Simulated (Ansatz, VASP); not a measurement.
**Two plane-wave programs on Ga3Se**

File INCAR:

```
PREC = Accurate
ENCUT = 520
EDIFF = 1E-6
ISMEAR = 0
SIGMA = 0.1
LREAL = F
LASPH = T
NELM = 60
ALGO = Normal
ISIF = 2
LWAVE = F
LCHARG = F
NBANDS = 30
```

The input KPOINTS:

```
regular mesh
0
Gamma
  10 10 10
```

Contents of POSCAR:

```
Ga3Se
1.0
    4.4324650000      0.0000000000      0.0000000000
    0.0000000000      4.4324650000      0.0000000000
    0.0000000000      0.0000000000      4.4324650000
Ga Se
3 1
Direct
    0.0000000000      0.5000000000      0.5000000000
    0.5000000000      0.0000000000      0.5000000000
    0.5000000000      0.5000000000      0.0000000000
    0.0000000000      0.0000000000      0.0000000000
```

Input for Ansatz:

```yaml
crystal:
  lattice:
    - [4.432465, 0.0, 0.0]
    - [0.0, 4.432465, 0.0]
    - [0.0, 0.0, 4.432465]
  atoms:
    - { symbol: Ga, position: [0.0, 0.5, 0.5] }
    - { symbol: Ga, position: [0.5, 0.0, 0.5] }
    - { symbol: Ga, position: [0.5, 0.5, 0.0] }
    - { symbol: Se, position: [0.0, 0.0, 0.0] }
basis:
  ecutwfc: 420
kpoints:
  mp_grid: { grid: [10, 10, 10] }
hamiltonian:
  xc: lda
scf:
  occupations: { method: gaussian, width: 0.1 }
output:
  forces: true
  stress: true
  eigenvalues: true
```

Alike in both runs: task single point; functional LDA; k mesh 10 × 10 × 10; occupations gaussian, width 0.1 eV; no spin polarisation.

|  | VASP | Ansatz |
| --- | --- | --- |
| version | VASP 6.6.1 | Ansatz 0.2.0 |
| potentials or method | VASP PAW LDA potentials, release 64 (Ga_d, Se), cutoff 520 eV | scalar-relativistic, plane waves, PAW |
| valence electrons in the cell | 45 | 55 |

Ansatz gave:

| Quantity | Value |
| --- | --- |
| gap on the k mesh at the Fermi level (eV) | none |
| pressure (GPa) | -5.0 |

Task: What did VASP give for the same quantities?

Result: gap on the k mesh at the Fermi level (eV): none; pressure (GPa): -4.9.

LDA's correlation is that of Perdew and Zunger in VASP and of Perdew and Wang (1992) in Ansatz. A gap of «none» marks a metal or a gap that the smearing closes. VASP's potentials hold 45 valence electrons a cell and Ansatz's 55, so a difference there can come from the potentials and not from the codes.
